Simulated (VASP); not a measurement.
# Ga in VASP: single point with PBE

Aim: the single point of Ga with PBE.

Everything below comes from runs of VASP 6.6.1. Logs are shortened: lines on timing, memory, paths and dates and some standing lists are left out, and cuts for length are marked.

**1. The cell of the first run**

The cell holds a slab with vacuum, 12 atoms: a = 4.573 Å, b = 4.589 Å, c = 24.191 Å, α = 90.00°, β = 90.00°, γ = 90.00°.

**2. Single point, PBE**

INCAR reads:

```
SYSTEM = Ga
ALGO = Fast
DIPOL = 0.5 0.5 0.500
EDIFF = 1E-6
ENCUT = 520
GGA = PE
IDIPOL = 3
ISIF = 2
ISMEAR = 0
LASPH = .TRUE.
LCHARG = .TRUE.
LDIPOL = .TRUE.
LELF = .TRUE.
LREAL = .FALSE.
LVACPOTAV = .TRUE.
LVHAR = .TRUE.
LWAVE = .FALSE.
NBANDS = 90
NELM = 100
PREC = Accurate
SIGMA = 0.1
```

KPOINTS reads:

```
k-points
0
G
  8 8 1
  0 0 0
```

POSCAR reads:

```
Ga
1.0
    4.5730242577      0.0000000000      0.0000000000
    0.0000000000      4.5892516794      0.0000000000
    0.0000000000      0.0000000000     24.1914497265
Ga
12
Direct
    0.5000000000      0.9174801866      0.3100268932
    0.0000000000      0.5825198134      0.3100268932
    0.5000000000      0.4174801866      0.3699955936
    0.0000000000      0.0825198134      0.3699955936
    0.0000000000      0.9174801866      0.4700156498
    0.5000000000      0.5825198134      0.4700156498
    0.0000000000      0.4174801866      0.5299843502
    0.5000000000      0.0825198134      0.5299843502
    0.5000000000      0.9174801866      0.6300044064
    0.0000000000      0.5825198134      0.6300044064
    0.5000000000      0.4174801866      0.6899731068
    0.0000000000      0.0825198134      0.6899731068
```

Potentials or basis: VASP PAW PBE potentials, release 64 (Ga_d).

Run with:

```bash
$ cat potpaw_PBE.64/Ga_d/POTCAR > POTCAR
$ mpirun -np 1 vasp_std > vasp.out
```

OUTCAR:

```text
SYSTEM = Ga
   EDIFF = 1E-6
   ENCUT = 520
   GGA = PE
   ISIF = 2
   ISMEAR = 0
   LASPH = .TRUE.
   LREAL = .FALSE.
   NELM = 100
   PREC = Accurate

 ion  position               nearest neighbor table
   1  0.500  0.917  0.310-   3 2.71   3 2.71   2 2.76   2 2.76   4 2.81   4 2.81
   2  0.000  0.583  0.310-   4 2.71   4 2.71   1 2.76   1 2.76   3 2.81   3 2.81
   3  0.500  0.417  0.370-   6 2.54   1 2.71   1 2.71   4 2.76   4 2.76   2 2.81   2 2.81
   4  0.000  0.083  0.370-   5 2.54   2 2.71   2 2.71   3 2.76   3 2.76   1 2.81   1 2.81
   5  0.000  0.917  0.470-   4 2.54   7 2.71   7 2.71   6 2.76   6 2.76   8 2.81   8 2.81
   6  0.500  0.583  0.470-   3 2.54   8 2.71   8 2.71   5 2.76   5 2.76   7 2.81   7 2.81
   7  0.000  0.417  0.530-  10 2.54   5 2.71   5 2.71   8 2.76   8 2.76   6 2.81   6 2.81
   8  0.500  0.083  0.530-   9 2.54   6 2.71   6 2.71   7 2.76   7 2.76   5 2.81   5 2.81
   9  0.500  0.917  0.630-   8 2.54  11 2.71  11 2.71  10 2.76  10 2.76  12 2.81  12 2.81
  10  0.000  0.583  0.630-   7 2.54  12 2.71  12 2.71   9 2.76   9 2.76  11 2.81  11 2.81
  11  0.500  0.417  0.690-   9 2.71   9 2.71  12 2.76  12 2.76  10 2.81  10 2.81
  12  0.000  0.083  0.690-  10 2.71  10 2.71  11 2.76  11 2.76   9 2.81   9 2.81

  LATTYP: Found a simple orthorhombic cell.
 ALAT       =     4.5730242577
 B/A-ratio  =     1.0035485099
 C/A-ratio  =     5.2900331079

  Lattice vectors:

 A1 = (   4.5730242577,   0.0000000000,   0.0000000000)
 A2 = (   0.0000000000,   4.5892516794,   0.0000000000)
 A3 = (   0.0000000000,   0.0000000000,  24.1914497265)

Analysis of symmetry for initial positions (statically):
=====================================================================
 Subroutine PRICEL returns:
 Original cell was already a primitive cell.

 Routine SETGRP: Setting up the symmetry group for a
 simple orthorhombic supercell.

 Subroutine GETGRP returns: Found  8 space group operations
 (whereof  2 operations were pure point group operations)
 out of a pool of  8 trial point group operations.

The static configuration has the point symmetry C_1h.
 The point group associated with its full space group is D_2h.

Analysis of symmetry for dynamics (positions and initial velocities):
=====================================================================
 Subroutine PRICEL returns:
 Original cell was already a primitive cell.

 Routine SETGRP: Setting up the symmetry group for a
 simple orthorhombic supercell.

 Subroutine GETGRP returns: Found  8 space group operations
 (whereof  2 operations were pure point group operations)
 out of a pool of  8 trial point group operations.

The dynamic configuration has the point symmetry C_1h.
 The point group associated with its full space group is D_2h.

 Subroutine INISYM returns: Found  8 space group operations
 (whereof  2 operations are pure point group operations),
 and found     1 'primitive' translations

----------------------------------------------------------------------------------------

                                     Primitive cell

  volume of cell :     507.7001

  direct lattice vectors                    reciprocal lattice vectors
     4.573024258  0.000000000  0.000000000     0.218673671  0.000000000  0.000000000
     0.000000000  4.589251679  0.000000000     0.000000000  0.217900449  0.000000000
     0.000000000  0.000000000 24.191449727     0.000000000  0.000000000  0.041336919

  length of vectors
     4.573024258  4.589251679 24.191449727     0.218673671  0.217900449  0.041336919

  position of ions in fractional coordinates (direct lattice)
     0.500000000  0.917480187  0.310026893
     0.000000000  0.582519813  0.310026893
     0.500000000  0.417480187  0.369995594
     0.000000000  0.082519813  0.369995594
     0.000000000  0.917480187  0.470015650
     0.500000000  0.582519813  0.470015650
     0.000000000  0.417480187  0.529984350
     0.500000000  0.082519813  0.529984350
     0.500000000  0.917480187  0.630004406
     0.000000000  0.582519813  0.630004406
     0.500000000  0.417480187  0.689973107
     0.000000000  0.082519813  0.689973107

  ion indices of the primitive-cell ions
   primitive index   ion index
                 1           1
[... 24 lines left out ...]
     0.000000000  0.027237556  0.000000000     0.000000000  0.125000000  0.000000000
     0.000000000  0.000000000  0.041336919     0.000000000  0.000000000  1.000000000

  Length of vectors
     0.027334209  0.027237556  0.041336919

  Shift w.r.t. Gamma in fractional coordinates (k-lattice)
     0.000000000  0.000000000  0.000000000

 Subroutine IBZKPT returns following result:
 ===========================================

 Found     25 irreducible k-points:

 Following reciprocal coordinates:
            Coordinates               Weight
  0.000000  0.000000  0.000000      1.000000
  0.125000  0.000000  0.000000      2.000000
  0.250000  0.000000  0.000000      2.000000
  0.375000  0.000000  0.000000      2.000000
  0.500000  0.000000  0.000000      1.000000
  0.000000  0.125000  0.000000      2.000000
[... 16 lines left out ...]
  0.250000  0.500000  0.000000      2.000000
  0.375000  0.500000  0.000000      2.000000
   k-points           NKPTS =     25   k-points in BZ     NKDIM =     25   number of bands    NBANDS=     90
   number of dos      NEDOS =    301   number of ions     NIONS =     12
   total plane-waves  NPLWV = 233280
   dimension x,y,z NGX =    36 NGY =   36 NGZ =  180
   dimension x,y,z NGXF=    72 NGYF=   72 NGZF=  360
   ions per type =              12
   NGX,Y,Z   is equivalent  to a cutoff of  13.09, 13.04, 12.37 a.u.
   NGXF,Y,Z  is equivalent  to a cutoff of  26.17, 26.08, 24.74 a.u.
 SYSTEM =  Ga
   PREC   = accura    normal or accurate (medium, high low for compatibility)
   ISTART =      0    job   : 0-new  1-cont  2-samecut
   ICHARG =      2    charge: 1-file 2-atom 10-const
   ISPIN  =      1    spin polarized calculation?
   LNONCOLLINEAR =      F non collinear calculations
   LSORBIT =      F    spin-orbit coupling
   LASPH  =      T    aspherical Exc in radial PAW
   ENCUT  =  520.0 eV  38.22 Ry    6.18 a.u.   8.50  8.53 44.98*2*pi/ulx,y,z
   NELM   =    100;   NELMIN=  2; NELMDL= -5     # of ELM steps
   EDIFF  = 0.1E-05   stopping-criterion for ELM
   LREAL  =      F    real-space projection
   EDIFFG = 0.1E-04   stopping-criterion for IOM
   NSW    =      0    number of steps for IOM
   IBRION =     -1    ionic relax: 0-MD 1-quasi-New 2-CG
   NFREE  =      0    steps in history (QN), initial steepest desc. (CG)
   ISIF   =      2    stress and relaxation
   ISYM   =      2    0-nonsym 1-usesym 2-fastsym
   POTIM  = 0.5000    time-step for ionic-motion
   TEBEG  =    0.0;   TEEND  =   0.0 temperature during run
   PSTRESS=    0.0 pullay stress
   NELECT =     156.0000    total number of electrons
   NUPDOWN=      -1.0000    fix difference up-down
   EMIN   =  10.00;   EMAX   =-10.00  energy-range for DOS
   EFERMI =   0.00;   METHOD = LEGACY
   ISMEAR =     0;   SIGMA  =   0.10  broadening in eV -4-tet -1-fermi 0-gaus
   EFERMI_NEDOS =   21; number of points for ismear=-14 and -15
   IALGO  =     68    algorithm
   IMIX   =      4    mixing-type and parameters
     AMIX     =   0.40;   BMIX     =  1.00
     AMIX_MAG =   1.60;   BMIX_MAG =  1.00
  volume/ion in A,a.u.               =      42.31       285.51
  Fermi-wavevector in a.u.,A,eV,Ry     =   1.104707  2.087594 16.604257  1.220378
  Thomas-Fermi vector in A             =   2.241184
   LORBIT       =      0    0 simple, 1 ext, 2 COOP (PROOUT), +10 PAW based schemes
   GGA     = PE    functional components
   LHFCALC =     F    Hartree Fock is set to
   AEXX    =    0.0000 exact exchange contribution
   IVDW    =     0    specifies the selected vdW correction
   LEPSILON=     F    determine dielectric tensor
   LRPA    =     F    only Hartree local field effects (RPA)
 non-spin polarized calculation
 RMM-DIIS sequential band-by-band and
 Gauss-broadening in eV      SIGMA  =   0.10
  energy-cutoff  :      520.00
  volume of cell :      507.70
 maximum number of plane-waves:     13733
 NGX is ok and might be reduce to    36
   NGX = 17   NGY = 17   NGZ = 89

 dipolmoment           0.000000      0.000000      0.000000 electrons x Angstroem

 number of electron     156.0000129 magnetization

 dipolmoment           0.000000      0.000000     -0.000000 electrons x Angstroem

 Free energy of the ion-electron system (eV)
  ---------------------------------------------------
  ext. energy  EPLUGINS =         0.00000000
  ---------------------------------------------------
  free energy    TOTEN  =       -32.67325160 eV

  energy without entropy =      -32.63178863  energy(sigma->0) =      -32.65252012

 E-fermi :   0.0758     XC(G=0):  -5.6550

 val. band max:        0.0741553640   @ k =   0.0000   0.1250   0.0000
 cond. band min:       0.0918845134   @ k =   0.5000   0.3750   0.0000
 fundamental gap:      0.0177291493
 Fermi energy:         0.0757657749

 k-point     1 :       0.0000    0.0000    0.0000
  band No.  band energies     occupation
      1     -15.0969      2.00000
      2     -15.0585      2.00000
      3     -15.0415      2.00000
      4     -15.0384      2.00000
      5     -15.0357      2.00000
      6     -15.0174      2.00000
[... 2221 lines left out ...]
     89       5.3850      0.00000
     90       5.4759      0.00000

 [... further k-points ...]

------------------------ aborting loop because EDIFF is reached ----------------------------------------

  FORCE on cell =-STRESS in cart. coord.  units (eV):
  Direction    XX          YY          ZZ          XY          YZ          ZX
  --------------------------------------------------------------------------------------
  -------------------------------------------------------------------------------------
  Total        0.4406585      1.8133718      2.7247889      0.0000000      0.0000000      0.0000000
  in kB        1.3906103      5.7225574      8.5987668      0.0000000      0.0000000      0.0000000
  external PRESSURE =       5.2373115 kB  Pullay stress =       0.0000000 kB

 VOLUME and BASIS-vectors are now :
 -----------------------------------------------------------------------------
  energy-cutoff  :      520.00
  volume of cell :      507.70
      direct lattice vectors                 reciprocal lattice vectors
     4.573024258  0.000000000  0.000000000     0.218673671  0.000000000  0.000000000
     0.000000000  4.589251679  0.000000000     0.000000000  0.217900449  0.000000000
     0.000000000  0.000000000 24.191449727     0.000000000  0.000000000  0.041336919

 POSITION                                       TOTAL-FORCE (eV/Angst)
 -----------------------------------------------------------------------------------
      2.28651      4.21055      7.50000         0.000000     -0.065711     -0.146647
      0.00000      2.67333      7.50000         0.000000      0.065711     -0.146647
      2.28651      1.91592      8.95073        -0.000000     -0.214349     -0.041250
      0.00000      0.37870      8.95073        -0.000000      0.214349     -0.041250
      0.00000      4.21055     11.37036        -0.000000     -0.085348      0.157117
      2.28651      2.67333     11.37036        -0.000000      0.085348      0.157117
      0.00000      1.91592     12.82109        -0.000000     -0.085348     -0.157117
      2.28651      0.37870     12.82109         0.000000      0.085348     -0.157117
      2.28651      4.21055     15.24072        -0.000000     -0.214349      0.041250
      0.00000      2.67333     15.24072        -0.000000      0.214349      0.041250
      2.28651      1.91592     16.69145         0.000000     -0.065711      0.146647
      0.00000      0.37870     16.69145         0.000000      0.065711      0.146647
 -----------------------------------------------------------------------------------
    total drift:                                0.000000      0.000000     -0.000000

  FREE ENERGIE OF THE ION-ELECTRON SYSTEM (eV)
  ---------------------------------------------------
  free  energy   TOTEN  =       -32.6732516029 eV

  energy  without entropy=      -32.6317886273  energy(sigma->0) =      -32.65252012

 vacuum level on the upper side and lower side of the slab         4.351         4.351
```

It took 51 min on 1 thread of Oxide Virtual Turin-like, shared host; peak memory 0.96 GiB.

Results:

```yaml
Free_energy: -32.6733 eV
Largest_force: 0.218 eV/Å
Band_gap_on_the_k_mesh: zero (bands 78 and 79 overlap by 0.63 eV)
```

Forces in eV/Å, atoms in the order of the input:
```
Ga   0.000 -0.066 -0.147
Ga   0.000  0.066 -0.147
Ga   0.000 -0.214 -0.041
Ga   0.000  0.214 -0.041
Ga   0.000 -0.085  0.157
Ga   0.000  0.085  0.157
Ga   0.000 -0.085 -0.157
Ga   0.000  0.085 -0.157
Ga   0.000 -0.214  0.041
Ga   0.000  0.214  0.041
Ga   0.000 -0.066  0.147
Ga   0.000  0.066  0.147
```
